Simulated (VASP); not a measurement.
## Al36CN35 (a cell with a defect): single point with PBE

System: Al36CN35 (a cell with a defect).

```
CELL_PARAMETERS angstrom
9.38927 0.00000 0.00000
-4.69464 8.13135 0.00000
0.00000 0.00000 10.03481
ATOMIC_POSITIONS crystal
Al 0.22385 0.11164 0.25073
Al 0.11270 0.22287 0.49939
Al 0.22205 0.11050 0.75047
Al 0.11109 0.22208 0.00081
Al 0.22384 0.44512 0.25075
Al 0.11116 0.55544 0.50031
Al 0.22196 0.44441 0.75048
Al 0.11110 0.55524 0.00083
Al 0.22231 0.77759 0.25060
Al 0.11122 0.88888 0.50029
Al 0.22229 0.77760 0.75037
Al 0.11109 0.88888 0.00082
Al 0.55484 0.11148 0.25075
Al 0.44475 0.22241 0.50067
Al 0.55554 0.11038 0.75052
Al 0.44483 0.22266 0.99797
Al 0.55570 0.44427 0.25196
Al 0.44459 0.55539 0.50070
Al 0.55574 0.44430 0.74351
Al 0.44481 0.55518 0.99798
Al 0.55484 0.77609 0.25074
Al 0.44442 0.88874 0.50032
Al 0.55551 0.77795 0.75050
Al 0.44468 0.88883 0.00087
Al 0.88905 0.11089 0.25141
Al 0.77715 0.22279 0.49937
Al 0.88900 0.11087 0.74958
Al 0.77789 0.22199 0.00086
Al 0.88844 0.44507 0.25070
Al 0.77767 0.55527 0.50063
Al 0.88950 0.44433 0.75049
Al 0.77730 0.55515 0.99797
Al 0.88838 0.77610 0.25075
Al 0.77712 0.88723 0.49941
Al 0.88952 0.77796 0.75046
Al 0.77785 0.88882 0.00083
N 0.22009 0.10846 0.44085
N 0.11141 0.22192 0.19124
N 0.22100 0.11073 0.94073
N 0.11145 0.22191 0.69065
N 0.22004 0.44523 0.44086
N 0.11149 0.55530 0.19080
N 0.22099 0.44381 0.94073
N 0.11154 0.55549 0.69125
N 0.22208 0.77781 0.44119
N 0.11148 0.88851 0.19080
N 0.22211 0.77780 0.94099
N 0.11155 0.88845 0.69124
N 0.55472 0.10824 0.44087
N 0.44403 0.22037 0.18689
N 0.55617 0.11068 0.94075
N 0.44281 0.21798 0.69363
N 0.44403 0.55595 0.18690
N 0.55548 0.44451 0.93707
N 0.44278 0.55714 0.69358
N 0.55472 0.77998 0.44087
N 0.44463 0.88845 0.19083
N 0.55616 0.77901 0.94074
N 0.44443 0.88838 0.69123
N 0.88885 0.11114 0.44149
N 0.77806 0.22181 0.19128
N 0.88881 0.11113 0.94072
N 0.77804 0.22186 0.69063
N 0.89170 0.44515 0.44085
N 0.77962 0.55596 0.18689
N 0.88924 0.44374 0.94075
N 0.78204 0.55719 0.69361
N 0.89157 0.77992 0.44088
N 0.77804 0.88852 0.19123
N 0.88924 0.77898 0.94071
N 0.77797 0.88843 0.69068
C 0.55554 0.44453 0.44292
```

```yaml
Program: VASP 6.6.1
Task: single point
Functional: PBE
Potentials_or_basis: VASP PAW PBE potentials, release 64 (Al, N, C)
Cutoff: 520 eV
k_mesh: 1 × 1 × 1, shifted
Occupations: gaussian, width 0.01 eV
Spin: no spin polarisation
Dipole_correction: no
Charge: -1
Further_INCAR_settings: LREAL = Auto; ALGO = Normal; EDIFF = 1e-06; NBANDS = 186; NELECT = 288.0
```

| Item | Value |
| --- | --- |
| Largest force | 0.057 eV/Å |

Forces on the atoms (eV/Å):
```
Al   0.030 -0.021  0.003
Al  -0.027  0.018  0.002
Al   0.021 -0.018  0.000
Al  -0.021  0.014  0.003
Al   0.024 -0.012  0.005
Al  -0.021  0.020  0.005
Al   0.032 -0.014 -0.001
Al  -0.028  0.013  0.004
Al   0.032 -0.014  0.006
Al  -0.022  0.005  0.002
Al   0.032 -0.013  0.001
Al  -0.025  0.013  0.007
Al   0.025 -0.015  0.006
Al  -0.022  0.001  0.008
Al   0.027 -0.010 -0.007
Al  -0.026  0.019 -0.008
Al   0.026 -0.014 -0.013
Al  -0.024  0.017  0.004
Al   0.019 -0.014  0.001
Al  -0.020  0.009 -0.006
Al   0.020 -0.009  0.011
Al  -0.023  0.017  0.002
Al   0.025 -0.019 -0.005
Al  -0.028  0.018  0.003
Al   0.019 -0.013  0.000
Al  -0.030  0.011 -0.002
Al   0.025 -0.012 -0.004
Al  -0.027  0.018  0.003
Al   0.028 -0.015  0.007
Al  -0.019  0.017  0.013
Al   0.024 -0.014 -0.001
Al  -0.025  0.011 -0.009
Al   0.026 -0.010  0.001
Al  -0.039  0.018  0.000
Al   0.024 -0.013  0.000
Al  -0.021  0.018  0.001
N    0.038 -0.037 -0.001
N   -0.038  0.017 -0.005
N    0.036 -0.021  0.003
N   -0.036  0.022  0.004
N    0.035 -0.027 -0.003
N   -0.039  0.022 -0.004
N    0.038 -0.026  0.001
N   -0.040  0.018 -0.005
N    0.034 -0.020 -0.003
N   -0.046  0.026 -0.001
N    0.037 -0.020  0.001
N   -0.043  0.026 -0.005
N    0.039 -0.011  0.001
N   -0.040  0.021 -0.004
N    0.041 -0.024  0.002
N   -0.037  0.031 -0.012
N   -0.038  0.017 -0.008
N    0.039 -0.023  0.013
N   -0.039  0.025  0.005
N    0.049 -0.023 -0.005
N   -0.040  0.019 -0.007
N    0.041 -0.026  0.003
N   -0.040  0.023  0.002
N    0.037 -0.026 -0.002
N   -0.032  0.021 -0.006
N    0.037 -0.024  0.006
N   -0.041  0.023  0.006
N    0.027 -0.022 -0.002
N   -0.039  0.021 -0.003
N    0.040 -0.025  0.002
N   -0.045  0.016 -0.012
N    0.055 -0.014 -0.004
N   -0.032  0.025  0.000
N    0.039 -0.022  0.003
N   -0.031  0.023  0.000
C    0.025 -0.015 -0.002
```

Levels at points of the mesh, in eV from the Fermi level:
| k point | band 141 | band 142 | band 143 | band 144 | band 145 | band 146 | band 147 | band 148 |
| --- | --- | --- | --- | --- | --- | --- | --- | --- |
| (0.25, 0.25, 0.25) | -1.05 | -0.28 | -0.12 | -0.08 | 4.45 | 4.46 | 4.58 | 4.78 |

It took 54 min on 1 thread of Intel Xeon 8259CL (shared host), peak memory 1.1 GiB.

Caveat: the cell carries a net charge on a neutralising background, which shifts energy and pressure; the cell is charged against a uniform background, so pressure and absolute levels hang on convention.
